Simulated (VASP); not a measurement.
# SnO2 (Pbcn) in VASP: notebook

Runs on SnO2. Level: PBE. Tasks: single point.

Everything below comes from runs of VASP 6.6.1. Logs are shortened: lines on timing, memory, paths and dates and some standing lists are left out, and cuts for length are marked.

**1. The cell of the first run**

It takes space group Pbcn (No. 60, orthorhombic). The conventional cell has a = 4.785 Å, b = 6.303 Å, c = 5.300 Å, α = 90.00°, β = 90.00°, γ = 90.00°. Sn (site symmetry 2) has 6 O at 2.09 to 2.23 Å within 2.8 Å. O (site symmetry 1) has 3 Sn at 2.09 to 2.23 Å and 12 O at 2.71 to 3.21 Å within 3.3 Å.

**2. Single point, PBE (13.32 Å³/atom)**

File INCAR:

```
PREC = Accurate ; ENCUT = 520
EDIFF = 1E-6 ; ISMEAR = 0
SIGMA = 0.05 ; LREAL = False
LASPH = True ; NELM = 80
ALGO = Normal ; ISIF = 2
LWAVE = False ; LCHARG = False
GGA = PE ; NBANDS = 64
```

File KPOINTS:

```
Automatic mesh
0
Gamma
  6 6 6
```

File POSCAR:

```
SnO2
1.0
    4.7852104882      0.0000000000      0.0000000000
    0.0000000000      6.3031463848      0.0000000000
    0.0000000000      0.0000000000      5.2998018823
Sn O
4 8
Direct
    0.5000000000      0.6651654903      0.7500000000
    0.0000000000      0.8348345097      0.2500000000
    0.5000000000      0.3348345097      0.2500000000
    0.0000000000      0.1651654903      0.7500000000
    0.7301204269      0.6070551965      0.0781681516
    0.2301204269      0.8929448035      0.9218318484
    0.7698795731      0.8929448035      0.5781681516
    0.2698795731      0.6070551965      0.4218318484
    0.7301204269      0.3929448035      0.5781681516
    0.2301204269      0.1070551965      0.4218318484
    0.7698795731      0.1070551965      0.0781681516
    0.2698795731      0.3929448035      0.9218318484
```

Potentials or basis: VASP PAW PBE potentials, release 64 (Sn_d, O).

The run is started by

```
$ cat potpaw_PBE.64/Sn_d/POTCAR potpaw_PBE.64/O/POTCAR > POTCAR
$ mpirun -np 1 vasp_std > vasp.out
```

OUTCAR:

```text
PREC = Accurate
   ENCUT = 520
   EDIFF = 1E-6
   ISMEAR = 0
   LREAL = False
   LASPH = True
   NELM = 80
   ISIF = 2
   GGA = PE

 ion  position               nearest neighbor table
   1  0.500  0.665  0.750-   5 2.09   8 2.09   7 2.14   6 2.14   9 2.23  12 2.23   3 3.37   3 3.37
                             2 3.73   2 3.73   2 3.73   2 3.73
   2  0.000  0.835  0.250-   6 2.09   7 2.09   5 2.14   8 2.14  10 2.23  11 2.23   4 3.37   4 3.37
                             1 3.73   1 3.73   1 3.73   1 3.73
   3  0.500  0.335  0.250-   9 2.09  12 2.09  11 2.14  10 2.14   5 2.23   8 2.23   1 3.37   1 3.37
                             4 3.73   4 3.73   4 3.73   4 3.73
   4  0.000  0.165  0.750-  10 2.09  11 2.09   9 2.14  12 2.14   6 2.23   7 2.23   2 3.37   2 3.37
                             3 3.73   3 3.73   3 3.73   3 3.73
   5  0.730  0.607  0.078-   1 2.09   2 2.14   3 2.23
   6  0.230  0.893  0.922-   2 2.09   1 2.14   4 2.23
   7  0.770  0.893  0.578-   2 2.09   1 2.14   4 2.23
   8  0.270  0.607  0.422-   1 2.09   2 2.14   3 2.23
   9  0.730  0.393  0.578-   3 2.09   4 2.14   1 2.23
  10  0.230  0.107  0.422-   4 2.09   3 2.14   2 2.23
  11  0.770  0.107  0.078-   4 2.09   3 2.14   2 2.23
  12  0.270  0.393  0.922-   3 2.09   4 2.14   1 2.23

  LATTYP: Found a simple orthorhombic cell.
 ALAT       =     4.7852104882
 B/A-ratio  =     1.1075378806
 C/A-ratio  =     1.3172140286

  Lattice vectors:

 A1 = (  -4.7852104882,   0.0000000000,   0.0000000000)
 A2 = (   0.0000000000,   0.0000000000,   5.2998018823)
 A3 = (   0.0000000000,   6.3031463848,   0.0000000000)

Analysis of symmetry for initial positions (statically):
=====================================================================
 Subroutine PRICEL returns:
 Original cell was already a primitive cell.

 Routine SETGRP: Setting up the symmetry group for a
 simple orthorhombic supercell.

 Subroutine GETGRP returns: Found  8 space group operations
 (whereof  2 operations were pure point group operations)
 out of a pool of  8 trial point group operations.

The static configuration has the point symmetry S_2 .
 The point group associated with its full space group is D_2h.

Analysis of symmetry for dynamics (positions and initial velocities):
=====================================================================
 Subroutine PRICEL returns:
 Original cell was already a primitive cell.

 Routine SETGRP: Setting up the symmetry group for a
[... 139 lines left out ...]
   NUPDOWN=      -1.0000    fix difference up-down
   EMIN   =  10.00;   EMAX   =-10.00  energy-range for DOS
   EFERMI =   0.00;   METHOD = LEGACY
   ISMEAR =     0;   SIGMA  =   0.05  broadening in eV -4-tet -1-fermi 0-gaus
   EFERMI_NEDOS =   21; number of points for ismear=-14 and -15
   IALGO  =     38    algorithm
   IMIX   =      4    mixing-type and parameters
     AMIX     =   0.40;   BMIX     =  1.00
     AMIX_MAG =   1.60;   BMIX_MAG =  1.00
  volume/ion in A,a.u.               =      13.32        89.89
  Fermi-wavevector in a.u.,A,eV,Ry     =   1.418556  2.680683 27.379032  2.012302
  Thomas-Fermi vector in A             =   2.539669
   LORBIT       =      0    0 simple, 1 ext, 2 COOP (PROOUT), +10 PAW based schemes
   GGA     = PE    functional components
   LHFCALC =     F    Hartree Fock is set to
   AEXX    =    0.0000 exact exchange contribution
   IVDW    =     0    specifies the selected vdW correction
   LEPSILON=     F    determine dielectric tensor
   LRPA    =     F    only Hartree local field effects (RPA)
 non-spin polarized calculation
 Gauss-broadening in eV      SIGMA  =   0.05
  energy-cutoff  :      520.00
  volume of cell :      159.85
 maximum number of plane-waves:      4328
 NGX is ok and might be reduce to    36
   NGX = 17   NGY = 23   NGZ = 19

 number of electron     104.0000049 magnetization

 Free energy of the ion-electron system (eV)
  ---------------------------------------------------
  ext. energy  EPLUGINS =         0.00000000
  ---------------------------------------------------
  free energy    TOTEN  =       -73.75699599 eV

  energy without entropy =      -73.75699492  energy(sigma->0) =      -73.75699545

 E-fermi :   4.8214     XC(G=0): -10.7183

 val. band max:        4.6820020035   @ k =   0.0000   0.0000   0.0000
 cond. band min:       4.9397429811   @ k =   0.0000   0.0000   0.0000
 fundamental gap:      0.2577409776
 Fermi energy:         4.8214323437

 k-point     1 :       0.0000    0.0000    0.0000
  band No.  band energies     occupation
      1     -16.0033      2.00000
      2     -15.8362      2.00000
      3     -15.7770      2.00000
      4     -15.7102      2.00000
      5     -15.5904      2.00000
      6     -15.4701      2.00000
[... 1597 lines left out ...]
     63      14.3746      0.00000
     64      14.3747      0.00000

 [... further k-points ...]

------------------------ aborting loop because EDIFF is reached ----------------------------------------

  FORCE on cell =-STRESS in cart. coord.  units (eV):
  Direction    XX          YY          ZZ          XY          YZ          ZX
  --------------------------------------------------------------------------------------
  -------------------------------------------------------------------------------------
  Total       -7.1368380    -16.5896098     -7.3576716      0.0000000      0.0000000      0.0000000
  in kB      -71.5316669   -166.2756597    -73.7450556      0.0000000      0.0000000      0.0000000
  external PRESSURE =    -103.8507940 kB  Pullay stress =       0.0000000 kB

 VOLUME and BASIS-vectors are now :
 -----------------------------------------------------------------------------
  energy-cutoff  :      520.00
  volume of cell :      159.85
      direct lattice vectors                 reciprocal lattice vectors
     4.785210488  0.000000000  0.000000000     0.208977223  0.000000000  0.000000000
     0.000000000  6.303146385  0.000000000     0.000000000  0.158650924  0.000000000
     0.000000000  0.000000000  5.299801882     0.000000000  0.000000000  0.188686299

 POSITION                                       TOTAL-FORCE (eV/Angst)
 -----------------------------------------------------------------------------------
      2.39261      4.19264      3.97485         0.000000     -0.137565      0.000000
      0.00000      5.26208      1.32495         0.000000      0.137565      0.000000
      2.39261      2.11051      1.32495         0.000000      0.137565      0.000000
      0.00000      1.04106      3.97485         0.000000     -0.137565      0.000000
      3.49378      3.82636      0.41428         0.034812      0.214266      0.036932
      1.10117      5.62836      4.88553         0.034812     -0.214266     -0.036932
      3.68404      5.62836      3.06418        -0.034812     -0.214266      0.036932
      1.29143      3.82636      2.23563        -0.034812      0.214266     -0.036932
      3.49378      2.47679      3.06418         0.034812     -0.214266      0.036932
      1.10117      0.67478      2.23563         0.034812      0.214266     -0.036932
      3.68404      0.67478      0.41428        -0.034812      0.214266      0.036932
      1.29143      2.47679      4.88553        -0.034812     -0.214266     -0.036932
 -----------------------------------------------------------------------------------
    total drift:                                0.000000      0.000000     -0.000000

  FREE ENERGIE OF THE ION-ELECTRON SYSTEM (eV)
  ---------------------------------------------------
  free  energy   TOTEN  =       -73.7569959904 eV

  energy  without entropy=      -73.7569949186  energy(sigma->0) =      -73.75699545
```

OSZICAR:

```text
N       E                     dE             d eps       ncg     rms          rms(c)
DAV:   1     0.157497531835E+04    0.15750E+04   -0.48548E+04  9424   0.249E+03
DAV:   2     0.250541153501E+03   -0.13244E+04   -0.12589E+04  8720   0.778E+02
DAV:   3    -0.587980283051E+02   -0.30934E+03   -0.30111E+03  9048   0.273E+02
DAV:   4    -0.850606503281E+02   -0.26263E+02   -0.25968E+02 10224   0.876E+01
DAV:   5    -0.858461039619E+02   -0.78545E+00   -0.78295E+00  9608   0.159E+01    0.212E+01
DAV:   6    -0.735889008619E+02    0.12257E+02   -0.44971E+01 13072   0.726E+01    0.768E+00
DAV:   7    -0.738344419345E+02   -0.24554E+00   -0.50282E+00  9208   0.930E+00    0.456E+00
DAV:   8    -0.737984579356E+02    0.35984E-01   -0.84284E-01 11544   0.510E+00    0.134E+00
DAV:   9    -0.737544701686E+02    0.43988E-01   -0.21078E-01 12584   0.387E+00    0.215E-01
DAV:  10    -0.737567378715E+02   -0.22677E-02   -0.16510E-02 11152   0.922E-01    0.104E-01
DAV:  11    -0.737569935717E+02   -0.25570E-03   -0.14749E-03 12104   0.260E-01    0.449E-02
DAV:  12    -0.737569999759E+02   -0.64042E-05   -0.11204E-04 10640   0.700E-02    0.238E-02
DAV:  13    -0.737569961161E+02    0.38598E-05   -0.34322E-05 10200   0.269E-02    0.269E-03
DAV:  14    -0.737569959904E+02    0.12567E-06   -0.18508E-06  6464   0.863E-03
   1 F= -.73756996E+02 E0= -.73756995E+02  d E =-.107182E-05
```

Run time: 7.8 min. Hardware: 1 thread of Intel Xeon Platinum 8488C (Sapphire Rapids), shared host; peak memory 0.55 GiB.

Results:

```
Free energy            : -73.7570 eV
Pressure               : -10.4 GPa
Largest force          : 0.220 eV/Å
Band gap on the k mesh : 0.26 eV
```

Forces in eV/Å, atoms in the order of the input:
```
Sn   0.000 -0.138  0.000
Sn   0.000  0.138  0.000
Sn   0.000  0.138  0.000
Sn   0.000 -0.138  0.000
O    0.035  0.214  0.037
O    0.035 -0.214 -0.037
O   -0.035 -0.214  0.037
O   -0.035  0.214 -0.037
O    0.035 -0.214  0.037
O    0.035  0.214 -0.037
O   -0.035  0.214  0.037
O   -0.035 -0.214 -0.037
```

Levels at points of the mesh, in eV from the valence-band top:
```csv
k point,band 49,band 50,band 51,band 52,band 53,band 54,band 55,band 56
"(0.00, 0.00, 0.00)",-0.62,-0.37,-0.06,0.00,0.26,4.88,4.94,5.78
"(0.50, 0.00, 0.00)",-0.29,-0.29,-0.09,-0.09,3.36,3.36,4.23,4.23
"(0.00, 0.50, 0.00)",-0.78,-0.78,-0.04,-0.04,2.87,2.87,5.49,5.49
"(0.50, 0.50, 0.00)",-0.54,-0.54,-0.10,-0.10,3.74,3.74,4.89,4.89
"(0.00, 0.00, 0.50)",-0.35,-0.35,-0.11,-0.11,3.31,3.31,5.08,5.08
"(0.50, 0.00, 0.50)",-0.25,-0.25,-0.25,-0.25,3.84,3.84,3.84,3.84
"(0.00, 0.50, 0.50)",-0.24,-0.24,-0.24,-0.24,4.29,4.29,4.29,4.29
"(0.50, 0.50, 0.50)",-0.25,-0.25,-0.25,-0.25,4.16,4.16,4.16,4.16
```

Caveat: the stress differs along the axes, from -17 to -7 GPa; semilocal functionals underestimate gaps, and a narrow one can read as zero; spin-orbit coupling is left out, which moves the levels of the heavy elements.

[end of part 1 of 2]

The gap in the log of VASP goes by the Fermi energy; the results here count the filled bands.